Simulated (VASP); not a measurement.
Ru4Rh: single point with PBEsol

System: Ru4Rh, a slab with vacuum.

```
CELL_PARAMETERS angstrom
2.69011 0.00000 0.00000
-1.34505 2.32970 0.00000
0.00000 0.00000 24.49960
ATOMIC_POSITIONS crystal
Ru 0.00000 0.00000 0.32900
Ru 0.33333 0.66667 0.41264
Ru 0.33333 0.66667 0.58736
Ru 0.00000 0.00000 0.67100
Rh 0.00000 0.00000 0.50000
```

| Property | Result |
| --- | --- |
| Program | VASP 6.6.1 |
| Task | single point |
| Functional | PBEsol |
| Potentials or basis | VASP PAW PBE potentials, release 64 (Ru_pv, Rh_pv) |
| Cutoff | 520 eV |
| k mesh | 15 × 15 × 1 |
| Occupations | fermi-dirac, width 0.05 eV |
| Spin | no spin polarisation |

```yaml
Largest_force: 0.298 eV/Å
Band_gap_on_the_k_mesh: zero (an odd number of electrons rules out a gap without spin polarisation)
```

Forces on the atoms (eV/Å):
```
Ru   0.000  0.000  0.096
Ru   0.000  0.000 -0.298
Ru   0.000  0.000  0.298
Ru   0.000  0.000 -0.096
Rh   0.000  0.000  0.000
```

Levels at points of the mesh, in eV from the Fermi level:
```csv
k point,band 32,band 33,band 34,band 35,band 36,band 37,band 38,band 39
"(0.00, 0.00, 0.00)",-2.22,-2.22,-1.45,-1.44,-1.44,-0.35,-0.35,0.18
```

Run time: 3.1 min on 1 thread of Intel(R) Xeon(R) 6975P-C (Granite Rapids), on a shared host, peak memory 0.35 GiB.

Caveat: the PAW data sets were made with another functional, which shifts forces and pressure a little.
